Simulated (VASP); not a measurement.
Input of a VASP 6.6.1 run:

INCAR

```
PREC     = Accurate       # precision mode
ENCUT    = 520            # plane-wave cutoff, eV
EDIFF    = 1E-6           # SCF threshold, eV
ISMEAR   = -1             # smearing method
SIGMA    = 0.05           # smearing width, eV
LREAL    = F              # projectors in reciprocal space
LASPH    = T              # aspherical terms in the spheres
NELM     = 60             # most SCF steps
ALGO     = Normal         # electronic algorithm
ISIF     = 2              # what is computed and relaxed
LWAVE    = F              # write WAVECAR
LCHARG   = T              # write CHGCAR
GGA      = PS             # functional
LELF     = T              # ELF
LVHAR    = T            
NBANDS   = 11             # bands
```

Contents of KPOINTS:

```
regular mesh
0
Gamma
  13 13 13
```

Contents of POSCAR:

```
MgS
1.0
    0.0000000000      2.8483745724      2.8483745724
    2.8483745724      0.0000000000      2.8483745724
    2.8483745724      2.8483745724      0.0000000000
Mg S
1 1
Direct
    0.0000000000      0.0000000000      0.0000000000
    0.2500000000      0.2500000000      0.2500000000
```

Potentials or basis: VASP PAW PBE potentials, release 64 (Mg, S).

Command:

```console
$ cat potpaw_PBE.64/Mg/POTCAR potpaw_PBE.64/S/POTCAR > POTCAR
$ mpirun -np 1 vasp_std > vasp.out
```

Problem. Estimate the pressure.

Solution. -1.4 GPa.

Problem. Estimate the band gap on the k mesh.

Solution. 3.21 eV, direct.

Caveat: the PAW data sets were made with another functional, which shifts forces and pressure a little. A k mesh can miss the band edges.
